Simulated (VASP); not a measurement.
# BiTe (Fm-3m) in VASP: single point with PBE

Aim: the single point of BiTe with PBE.

All numbers are computed with VASP 6.6.1; they aren't measurements. Logs are shortened: lines on timing, memory, paths and dates and some standing lists are left out, and cuts for length are marked.

### Step 1. The cell of the first run

It takes space group Fm-3m (No. 225, cubic). Conventional cell: a = 6.504 Å, b = 6.504 Å, c = 6.504 Å, α = 90.00°, β = 90.00°, γ = 90.00°. Within 4.3 Å of Bi (site symmetry m-3m) lie 6 Te at 3.25 Å. Within 4.3 Å of Te (site symmetry m-3m) lie 6 Bi at 3.25 Å.

### Step 2. Single point, PBE

File INCAR:

```
SYSTEM = BiTe
ALGO = Normal
EDIFF = 1E-6
ENCUT = 500
GGA = PE
GGA_COMPAT = .False.
ISIF = 2
ISMEAR = 0
LASPH = .True.
LCHARG = .False.
LREAL = .False.
LWAVE = .False.
NBANDS = 18
NELM = 120
PREC = Accurate
SIGMA = 0.1
```

File KPOINTS:

```
k-points
0
Gamma
  16 16 16
  0 0 0
```

File POSCAR:

```
BiTe
1.0
    0.0000000000      3.2518755134      3.2518755134
    3.2518755134      0.0000000000      3.2518755134
    3.2518755134      3.2518755134      0.0000000000
Bi Te
1 1
Direct
    0.0000000000      0.0000000000      0.0000000000
    0.5000000000      0.5000000000      0.5000000000
```

Potentials or basis: VASP PAW PBE potentials, release 64 (Bi_d, Te).

Started as:

```
> cat potpaw_PBE.64/Bi_d/POTCAR potpaw_PBE.64/Te/POTCAR > POTCAR
> mpirun -np 1 vasp_std > vasp.out
```

OUTCAR:

```text
SYSTEM = BiTe
   EDIFF = 1E-6
   ENCUT = 500
   GGA = PE
   ISIF = 2
   ISMEAR = 0
   LASPH = .True.
   LREAL = .False.
   NELM = 120
   PREC = Accurate

 ion  position               nearest neighbor table
   1  0.000  0.000  0.000-   2 3.25   2 3.25   2 3.25   2 3.25   2 3.25   2 3.25
   2  0.500  0.500  0.500-   1 3.25   1 3.25   1 3.25   1 3.25   1 3.25   1 3.25

  LATTYP: Found a face centered cubic cell.
 ALAT       =     6.5037510268

  Lattice vectors:

 A1 = (   0.0000000000,   3.2518755134,   3.2518755134)
 A2 = (   3.2518755134,   0.0000000000,   3.2518755134)
 A3 = (   3.2518755134,   3.2518755134,   0.0000000000)

Analysis of symmetry for initial positions (statically):
=====================================================================
 Subroutine PRICEL returns:
 Original cell was already a primitive cell.

 Routine SETGRP: Setting up the symmetry group for a
 face centered cubic supercell.

 Subroutine GETGRP returns: Found 48 space group operations
 (whereof 48 operations were pure point group operations)
 out of a pool of 48 trial point group operations.

The static configuration has the point symmetry O_h .

Analysis of symmetry for dynamics (positions and initial velocities):
=====================================================================
 Subroutine PRICEL returns:
 Original cell was already a primitive cell.

 Routine SETGRP: Setting up the symmetry group for a
 face centered cubic supercell.

 Subroutine GETGRP returns: Found 48 space group operations
 (whereof 48 operations were pure point group operations)
 out of a pool of 48 trial point group operations.

The dynamic configuration has the point symmetry O_h .

 Subroutine INISYM returns: Found 48 space group operations
 (whereof 48 operations are pure point group operations),
 and found     1 'primitive' translations

----------------------------------------------------------------------------------------

                                     Primitive cell

  volume of cell :      68.7752

  direct lattice vectors                    reciprocal lattice vectors
     0.000000000  3.251875513  3.251875513    -0.153757423  0.153757423  0.153757423
     3.251875513  0.000000000  3.251875513     0.153757423 -0.153757423  0.153757423
     3.251875513  3.251875513  0.000000000     0.153757423  0.153757423 -0.153757423

  length of vectors
     4.598846454  4.598846454  4.598846454     0.266315669  0.266315669  0.266315669

[... 79 lines left out ...]
   NELM   =    120;   NELMIN=  2; NELMDL= -5     # of ELM steps
   EDIFF  = 0.1E-05   stopping-criterion for ELM
   LREAL  =      F    real-space projection
   EDIFFG = 0.1E-04   stopping-criterion for IOM
   NSW    =      0    number of steps for IOM
   IBRION =     -1    ionic relax: 0-MD 1-quasi-New 2-CG
   NFREE  =      0    steps in history (QN), initial steepest desc. (CG)
   ISIF   =      2    stress and relaxation
   ISYM   =      2    0-nonsym 1-usesym 2-fastsym
   POTIM  = 0.5000    time-step for ionic-motion
   TEBEG  =    0.0;   TEEND  =   0.0 temperature during run
   PSTRESS=    0.0 pullay stress
   NELECT =      21.0000    total number of electrons
   NUPDOWN=      -1.0000    fix difference up-down
   EMIN   =  10.00;   EMAX   =-10.00  energy-range for DOS
   EFERMI =   0.00;   METHOD = LEGACY
   ISMEAR =     0;   SIGMA  =   0.10  broadening in eV -4-tet -1-fermi 0-gaus
   EFERMI_NEDOS =   21; number of points for ismear=-14 and -15
   IALGO  =     38    algorithm
   IMIX   =      4    mixing-type and parameters
     AMIX     =   0.40;   BMIX     =  1.00
     AMIX_MAG =   1.60;   BMIX_MAG =  1.00
  volume/ion in A,a.u.               =      34.39       232.06
  Fermi-wavevector in a.u.,A,eV,Ry     =   1.102395  2.083225 16.534826  1.215275
  Thomas-Fermi vector in A             =   2.238837
   LORBIT       =      0    0 simple, 1 ext, 2 COOP (PROOUT), +10 PAW based schemes
   GGA     = PE    functional components
   LHFCALC =     F    Hartree Fock is set to
   AEXX    =    0.0000 exact exchange contribution
   IVDW    =     0    specifies the selected vdW correction
   LEPSILON=     F    determine dielectric tensor
   LRPA    =     F    only Hartree local field effects (RPA)
 non-spin polarized calculation
 Gauss-broadening in eV      SIGMA  =   0.10
  energy-cutoff  :      500.00
  volume of cell :       68.78
 maximum number of plane-waves:      1807
 NGX is ok and might be reduce to    36
   NGX = 17   NGY = 17   NGZ = 17

 number of electron      20.9999996 magnetization

 Free energy of the ion-electron system (eV)
  ---------------------------------------------------
  ext. energy  EPLUGINS =         0.00000000
  ---------------------------------------------------
  free energy    TOTEN  =        -7.17687796 eV

  energy without entropy =       -7.16895771  energy(sigma->0) =       -7.17291783

 E-fermi :   6.4586     XC(G=0):  -9.3651

 val. band max:        6.4581394737   @ k =   0.4375   0.0625   0.0000
 cond. band min:       6.4594851982   @ k =  -0.3125   0.4375   0.1875
 fundamental gap:      0.0013457244
 Fermi energy:         6.4585879550

 k-point     1 :       0.0000    0.0000    0.0000
  band No.  band energies     occupation
      1     -16.6800      2.00000
      2     -16.6800      2.00000
      3     -16.6778      2.00000
      4     -16.6778      2.00000
      5     -16.6778      2.00000
      6      -6.9547      2.00000
[... 481 lines left out ...]
      5     -16.6770      2.00000
      6      -6.8637      2.00000
[... 10 lines left out ...]
     17      12.8905      0.00000
     18      13.6051      0.00000

 [... further k-points ...]

------------------------ aborting loop because EDIFF is reached ----------------------------------------

  FORCE on cell =-STRESS in cart. coord.  units (eV):
  Direction    XX          YY          ZZ          XY          YZ          ZX
  --------------------------------------------------------------------------------------
  -------------------------------------------------------------------------------------
  Total       -0.0360551     -0.0360551     -0.0360551     -0.0000000     -0.0000000      0.0000000
  in kB       -0.8399352     -0.8399352     -0.8399352     -0.0000000     -0.0000000      0.0000000
  external PRESSURE =      -0.8399352 kB  Pullay stress =       0.0000000 kB

 VOLUME and BASIS-vectors are now :
 -----------------------------------------------------------------------------
  energy-cutoff  :      500.00
  volume of cell :       68.78
      direct lattice vectors                 reciprocal lattice vectors
     0.000000000  3.251875513  3.251875513    -0.153757423  0.153757423  0.153757423
     3.251875513  0.000000000  3.251875513     0.153757423 -0.153757423  0.153757423
     3.251875513  3.251875513  0.000000000     0.153757423  0.153757423 -0.153757423

 POSITION                                       TOTAL-FORCE (eV/Angst)
 -----------------------------------------------------------------------------------
      0.00000      0.00000      0.00000         0.000000      0.000000     -0.000000
      3.25188      3.25188      3.25188         0.000000     -0.000000      0.000000
 -----------------------------------------------------------------------------------
    total drift:                               -0.000000      0.000000      0.000000

  FREE ENERGIE OF THE ION-ELECTRON SYSTEM (eV)
  ---------------------------------------------------
  free  energy   TOTEN  =        -7.1768779638 eV

  energy  without entropy=       -7.1689577051  energy(sigma->0) =       -7.17291783
```

It took 2.1 min on 1 thread of Intel Xeon Platinum 8175M at 2.50GHz (Skylake/Cascade Lake), shared host; peak memory 0.33 GiB.

What came out:

- Free energy: -7.1769 eV
- Pressure: -0.1 GPa
- Band gap on the k mesh: zero (an odd number of electrons rules out a gap without spin polarisation)

Caveat: spin-orbit coupling is left out, which moves the levels of the heavy elements; an odd number of electrons without spin polarisation forces a metal; a magnetic or distorted state may lie lower.
